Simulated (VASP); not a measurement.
Write the native input for VASP 6.6.1 that does the following.

```yaml
Task: single point
Functional: r2SCAN
Potentials_or_basis: VASP PAW PBE potentials, release 64 (Mo_sv, S)
Cutoff: 520 eV
k_mesh: 18 × 18 × 8
Occupations: gaussian, width 0.15 eV
Spin: no spin polarisation
Dipole_correction: no
Further_INCAR_settings: ALGO = Normal; EDIFF = 1e-06; NBANDS = 20
```

MoS2:

```
Mo S
1.0
     3.22624    0.00000    0.00000
    -1.61312    2.79400    0.00000
     0.00000    0.00000    6.27376
Mo S
1 2
Direct
  0.00000 0.00000 0.50000
  0.33333 0.66667 0.27731
  0.66667 0.33333 0.77051
```

This cell differs from its parent crystal: all S atoms moved +0.150 Å, as atom 2 along Cartesian [0 0 1].

One way to write it, as run:

POSCAR

```
MoS2
1.0
    3.2262370499      0.0000000000      0.0000000000
   -1.6131185250      2.7940032439      0.0000000000
    0.0000000000      0.0000000000      6.2737631201
Mo S
1 2
Direct
    0.0000000000      0.0000000000      0.5000000000
    0.3333333333      0.6666666667      0.2773052933
    0.6666666667      0.3333333333      0.7705128971
```

INCAR.step1

```
  PREC = Accurate
  ENCUT = 520
  ISMEAR = 0
  SIGMA = 0.15
  LREAL = False
  LASPH = True
  NELM = 80
  NBANDS = 20
  GGA = PE
  ALGO = Normal
  EDIFF = 1E-4
  LWAVE = True
  LCHARG = False
```

INCAR.step2

```
  PREC = Accurate
  ENCUT = 520
  EDIFF = 1E-6
  ISMEAR = 0
  SIGMA = 0.15
  LREAL = False
  LASPH = True
  NELM = 80
  ALGO = Normal
  ISIF = 2
  LWAVE = False
  LCHARG = False
  METAGGA = R2SCAN
  LMIXTAU = True
  NBANDS = 20
  ISTART = 1
```

KPOINTS

```
regular mesh
0
Gamma
  18 18 8
```

Potentials or basis: VASP PAW PBE potentials, release 64 (Mo_sv, S).

Command:

```console
$ cat potpaw_PBE.64/Mo_sv/POTCAR potpaw_PBE.64/S/POTCAR > POTCAR
$ cp INCAR.step1 INCAR
$ mpirun -np 1 vasp_std > vasp.out
$ cp INCAR.step2 INCAR
$ mpirun -np 1 vasp_std > vasp.out
```

Results of the run:

| Property | Result |
| --- | --- |
| Pressure | 1.5 GPa |
| Largest force | 3.226 eV/Å |
| Band gap on the k mesh | zero (bands 13 and 14 overlap by 0.97 eV) |

Caveat: the cell differs from its parent crystal (all S atoms moved +0.150 Å, as atom 2 along Cartesian [0 0 1]); the PAW data sets were made with another functional, which shifts forces and pressure a little.

It took 6.1 min on 1 thread of Intel(R) Xeon(R) 6975P-C (Granite Rapids), on a shared host, peak memory 0.38 GiB.
